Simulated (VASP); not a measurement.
Write the native input for VASP 6.6.1 that does the following.

```yaml
Task: single point
Functional: PBEsol
Potentials_or_basis: VASP PAW PBE potentials, release 64 (Hf_pv, O)
Cutoff: 520 eV
k_mesh: 6 × 6 × 6
Occupations: gaussian, width 0.01 eV
Spin: no spin polarisation
Dipole_correction: no
Further_INCAR_settings: ALGO = Normal; EDIFF = 1e-07; NBANDS = 56
```

The structure of HfO2 lies in POSCAR:

```
HfO2
1.0
    5.2288996088      0.0000000000      0.0000000000
    0.0000000000      5.0179112762      0.0000000000
    0.0000000000      0.0000000000      5.0422344765
Hf O
4 8
Direct
    0.0032897392      0.2517550796      0.2081314652
    0.4967102623      0.2517550796      0.7081314652
    0.5032897392      0.7482449174      0.2081314652
    0.9967102623      0.7482449174      0.7081314652
    0.3076204991      0.0572277526      0.3960283414
    0.1923795024      0.0572277526      0.8960283414
    0.7942168503      0.4459118849      0.5088401933
    0.7057831512      0.4459118849      1.0088401933
    0.2057831512      0.5540881211      1.0088401933
    0.2942168413      0.5540881211      0.5088401933
    0.8076204991      0.9427722444      0.3960283414
    0.6923795024      0.9427722444      0.8960283414
```

This cell differs from its parent crystal: atoms moved along the polar distortion.

One way to write it, as run:

INCAR

```
SYSTEM = HfO2
PREC = Accurate
ENCUT = 520
EDIFF = 1E-7
ISMEAR = 0
SIGMA = 0.01
LREAL = .FALSE.
LASPH = .TRUE.
NELM = 100
ALGO = Normal
ISIF = 2
LWAVE = .FALSE.
LCHARG = .TRUE.
GGA = PS
LELF = .TRUE.
LVHAR = .TRUE.
NBANDS = 56
```

KPOINTS

```
Automatic mesh
0
G
  6 6 6
  0 0 0
```

Potentials or basis: VASP PAW PBE potentials, release 64 (Hf_pv, O).

Command:

```console
$ cat potpaw_PBE.64/Hf_pv/POTCAR potpaw_PBE.64/O/POTCAR > POTCAR
$ mpirun -np 1 vasp_std > vasp.out
```

Results of the run:

```json
{
 "Pressure": "1.7 GPa",
 "Largest force": "0.325 eV/Å",
 "Band gap on the k mesh": "3.88 eV (least direct gap 4.06 eV)"
}
```

Caveat: the cell differs from its parent crystal (atoms moved along the polar distortion); the stress differs along the axes, from -6 to 6 GPa; the PAW data sets were made with another functional, which shifts forces and pressure a little; spin-orbit coupling is left out, which moves the levels of the heavy elements.

Wall time 15 min on 1 thread of AMD EPYC 7R43 64-Core Processor (Zen 3) (shared host), peak memory 0.41 GiB.
